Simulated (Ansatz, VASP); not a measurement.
## One calculation of La3O2, two programs

```
La O
1.0
     3.68076    0.00000    0.00000
    -1.84038    3.18763    0.00000
     0.00000    0.00000    9.48429
La O
3 2
Direct
  0.33333 0.66667 0.68733
  0.66667 0.33333 0.31267
  0.00000 0.00000 0.00000
  0.33333 0.66667 0.14662
  0.66667 0.33333 0.85338
```

Change from the starting cell: species swapped into the Mg3Sb2 type (P-3m1, No. 164).

Alike in both runs: functional PBE; k mesh 6 × 6 × 4; occupations gaussian, width 0.1 eV; no spin polarisation.

Ansatz relaxed the structure, and its values are those at the end. VASP's run is a single point on that final structure, the one shown.

|  | VASP | Ansatz |
| --- | --- | --- |
| version | VASP 6.6.1 | Ansatz 0.2.0 |
| potentials or method | VASP PAW PBE potentials, release 64 (La, O), cutoff 520 eV | scalar-relativistic, plane waves, PAW |
| valence electrons in the cell | 45 | 45 |

Ansatz gave:

```
gap on the k mesh at the Fermi level (eV) : none
pressure (GPa)                            : 0.1
rms of the force components (eV/Å)        : 0.007
```

Question: What did VASP give for the same quantities?

Answer: gap on the k mesh at the Fermi level (eV): none; pressure (GPa): 0.0; rms of the force components (eV/Å): 0.007.

A gap of «none» marks a metal or a gap that the smearing closes. With one functional, cell and mesh, what is left measures potentials, basis and numerics.

Spin-orbit coupling is off throughout.
